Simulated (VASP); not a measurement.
Set up this calculation in VASP 6.6.1, as the native input.

| Property | Result |
| --- | --- |
| Task | single point |
| Functional | PBEsol |
| Potentials or basis | VASP PAW PBE potentials, release 64 (Ti_sv, Co) |
| Cutoff | 520 eV |
| k mesh | 12 × 12 × 12 |
| Occupations | gaussian, width 0.1 eV |
| Spin | collinear spin, ferromagnetic start |
| Starting moments | [0.0, 0.3, 0.3, 0.3] μB |
| Dipole correction | no |
| Further INCAR settings | ALGO = Normal; EDIFF = 1e-06; NBANDS = 32 |

The structure of TiCo3 lies in POSCAR:

```
TiCo3
1.0
    3.5182462570      0.0000000000      0.0000000000
    0.0000000000      3.5182462570      0.0000000000
    0.0000000000      0.0000000000      3.5182462570
Ti Co
1 3
Direct
    0.0000000000      0.0000000000      0.0000000000
    0.0000000000      0.5000000000      0.5000000000
    0.5000000000      0.0000000000      0.5000000000
    0.5000000000      0.5000000000      0.0000000000
```

The input as run:

INCAR

```
SYSTEM = TiCo3
PREC = Accurate
ENCUT = 520
EDIFF = 1E-6
ISMEAR = 0
SIGMA = 0.1
LREAL = .FALSE.
LASPH = .TRUE.
NELM = 150
ALGO = Normal
ISIF = 2
LWAVE = .FALSE.
LCHARG = .FALSE.
ISPIN = 2
MAGMOM = 0 0.3 0.3 0.3
LORBIT = 11
LMAXMIX = 4
GGA = PS
NBANDS = 32
```

KPOINTS

```
Automatic mesh
0
G
  12 12 12
  0 0 0
```

Potentials or basis: VASP PAW PBE potentials, release 64 (Ti_sv, Co).

The run is started by

```sh
$ cat potpaw_PBE.64/Ti_sv/POTCAR potpaw_PBE.64/Co/POTCAR > POTCAR
$ mpirun -np 1 vasp_std > vasp.out
```

It gave:

```yaml
Pressure: 1.3 GPa
Net_moment: 0.62 μB per cell
Site_moments: Ti -0.07; Co +0.24 μB
Valence_electrons_inside_the_program's_atomic_spheres: Ti 10.51; Co 8.45
```

Caveat: the PAW data sets were made with another functional, which shifts forces and pressure a little.

Run time: 3.3 min on 1 thread of Intel(R) Xeon(R) Platinum 8375C CPU @ 2.90GHz (Ice Lake) (shared host), peak memory 0.3 GiB.
